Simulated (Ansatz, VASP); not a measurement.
**Al4CoNi3 in VASP and in Ansatz**

```
Al Co Ni
1.0
     4.09427    0.00000    0.00000
     0.00000    4.09427    0.00000
     0.00000    0.00000    5.75147
Al Co Ni
4 1 3
Direct
  0.00000 0.50000 0.74883
  0.00000 0.50000 0.25117
  0.50000 0.00000 0.74883
  0.50000 0.00000 0.25117
  0.50000 0.50000 0.50000
  0.00000 0.00000 0.00000
  0.00000 0.00000 0.50000
  0.50000 0.50000 0.00000
```

Alike in both runs: functional PBE; k mesh 4 × 4 × 4; occupations gaussian, width 0.1 eV; collinear spin.

Ansatz relaxed the structure, and its values are those at the end. VASP's run is a single point on that final structure, the one shown.

|  | VASP | Ansatz |
| --- | --- | --- |
| version | VASP 6.6.1 | Ansatz 0.2.0 |
| potentials or method | VASP PAW PBE potentials, release 64 (Al, Co, Ni), cutoff 520 eV | scalar-relativistic, plane waves, PAW |
| valence electrons in the cell | 51 | 83 |

Ansatz gave:

| Item | Value |
| --- | --- |
| gap on the k mesh at the Fermi level (eV) | none |
| pressure (GPa) | 0.0 |
| net moment per atom (μB) | 0.20 |
| size of the moment on the site where the two differ most (μB) | 0.29 |

Problem. Estimate VASP's values.

Solution. gap on the k mesh at the Fermi level (eV): none; pressure (GPa): -0.1; net moment per atom (μB): 0.20; size of the moment on the site where the two differ most (μB): 0.27.

Site moments also hang on the region over which each program counts them. A gap of «none» marks a metal or a gap that the smearing closes. VASP's potentials hold 51 valence electrons a cell and Ansatz's 83, so a difference there can come from the potentials and not from the codes.

The k mesh is coarse, so the values compare programs but aren't converged.
